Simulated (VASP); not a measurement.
A run of VASP 6.6.1 is set up as follows.

The input INCAR:

```
PREC = Accurate ; ENCUT = 520
EDIFF = 1E-7 ; ISMEAR = 0
SIGMA = 0.1 ; LREAL = F
LASPH = T ; NELM = 150
ALGO = Normal ; ISIF = 2
LWAVE = F ; LCHARG = F
ISPIN = 2 ; MAGMOM = 1 0
LORBIT = 11 ; LMAXMIX = 4
GGA = PE ; NBANDS = 18
```

Contents of KPOINTS:

```
Automatic mesh
0
Gamma
  6 6 6
```

File POSCAR:

```
IrO
1.0
    2.7816630719      0.0000000000      0.0000000000
    0.0000000000      2.7816630719      0.0000000000
    0.0000000000      0.0000000000      2.7816630719
Ir O
1 1
Direct
    0.0000000000      0.0000000000      0.0000000000
    0.5000000000      0.5000000000      0.5000000000
```

Potentials or basis: VASP PAW PBE potentials, release 64 (Ir, O).

The run is started by

```sh
$ cat potpaw_PBE.64/Ir/POTCAR potpaw_PBE.64/O/POTCAR > POTCAR
$ mpirun -np 1 vasp_std > vasp.out
```

Problem. What does it give for the net moment?

Solution. 0.00 μB per cell.

Problem. What does it give for the pressure?

Solution. 8.6 GPa.

Caveat: the k points lie up to 0.38 Å⁻¹ apart.
